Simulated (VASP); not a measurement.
Here is a VASP 6.6.1 calculation.

INCAR

```
SYSTEM = TlH5
ALGO = Normal ; EDIFF = 1E-6
ENCUT = 520 ; GGA = PE
ISIF = 2 ; ISMEAR = 0
LASPH = .True. ; LCHARG = .False.
LREAL = .False. ; LWAVE = .False.
NBANDS = 18 ; NELM = 80
PREC = Accurate ; SIGMA = 0.1
```

File KPOINTS:

```
k-points
0
Gamma
  6 6 4
  0 0 0
```

The input POSCAR:

```
TlH5
1.0
    4.0045797164      0.0000000000      0.0000000000
   -2.0022898582      3.4680677659      0.0000000000
    0.0000000000      0.0000000000      3.2741314690
Tl H
1 5
Direct
    0.0000000000      0.0000000000      0.0000000000
    0.3333333333      0.6666666667      0.0000000000
    0.6666666667      0.3333333333      0.0000000000
    0.5000000000      0.0000000000      0.5000000000
    0.5000000000      0.5000000000      0.5000000000
    0.0000000000      0.5000000000      0.5000000000
```

Potentials or basis: VASP PAW PBE potentials, release 64 (Tl_d, H).

Command:

```sh
$ cat potpaw_PBE.64/Tl_d/POTCAR potpaw_PBE.64/H/POTCAR > POTCAR
$ mpirun -np 1 vasp_std > vasp.out
```

(1) Predict the pressure.

(2) Predict the band gap on the k mesh.

Results:

(1) -0.4 GPa.

(2) zero (band 9 reaches 6.53 eV, above the bottom of band 10 at 1.05 eV).

Caveat: the k points lie up to 0.48 Å⁻¹ apart; spin-orbit coupling is left out, which moves the levels of the heavy elements.
